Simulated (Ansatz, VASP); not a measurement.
## V in VASP and in Ansatz

Contents of INCAR:

```
ALGO     = Normal         # electronic algorithm
EDIFF    = 1E-6           # SCF threshold, eV
ENCUT    = 520            # plane-wave cutoff, eV
GGA      = PE             # functional
ISIF     = 2              # what is computed and relaxed
ISMEAR   = -1             # smearing method
ISPIN    = 2              # spin polarisation
LASPH    = True           # aspherical terms in the spheres
LCHARG   = False          # write CHGCAR
LMAXMIX  = 4              # l up to which the mixer works
LORBIT   = 11             # projections on sites
LREAL    = False          # projectors in reciprocal space
LWAVE    = False          # write WAVECAR
MAGMOM   = 1.5            # initial moments
NBANDS   = 16             # bands
NELM     = 150            # most SCF steps
PREC     = Accurate       # precision mode
SIGMA    = 0.28           # smearing width, eV
```

File KPOINTS:

```
k-points
0
Gamma
  16 16 16
```

Contents of POSCAR:

```
V
1.0
   -1.4988666745      1.4988666745      1.4988666745
    1.4988666745     -1.4988666745      1.4988666745
    1.4988666745      1.4988666745     -1.4988666745
V
1
Direct
    0.0000000000      0.0000000000      0.0000000000
```

Input for Ansatz:

```yaml
crystal:
  lattice:
    - [-1.4988666745, 1.4988666745, 1.4988666745]
    - [1.4988666745, -1.4988666745, 1.4988666745]
    - [1.4988666745, 1.4988666745, -1.4988666745]
  atoms:
    - { symbol: V, position: [0.0, 0.0, 0.0], spin: 1.5 }
magnetization:
  spin_polarized: true
kpoints:
  mp_grid: { grid: [16, 16, 16] }
scf:
  occupations: { method: fermi_dirac, width: 0.28 }
hamiltonian:
  xc: pbe
  pseudopotentials: { kind: all_electron, lapw: { basis_error: 0.001 } }
output:
  forces: true
  stress: true
  eigenvalues: true
```

Alike in both runs: task single point; functional PBE; k mesh 16 × 16 × 16; occupations fermi-dirac, width 0.28 eV; collinear spin.

|  | VASP | Ansatz |
| --- | --- | --- |
| version | VASP 6.6.1 | Ansatz 0.2.0 |
| potentials or method | VASP PAW PBE potentials, release 64 (V_sv), cutoff 520 eV | all-electron LAPW, scalar-relativistic |

|  | VASP | Ansatz | Ansatz less VASP |
| --- | --- | --- | --- |
| pressure (GPa) | 2.5 | 2.2 | -0.27 |
| net moment per atom (μB) | 0.00 | 0.00 | -0.002 |

Ansatz ran all-electron here, and VASP with PAW potentials. Ansatz's warnings: seeded moment not kept.
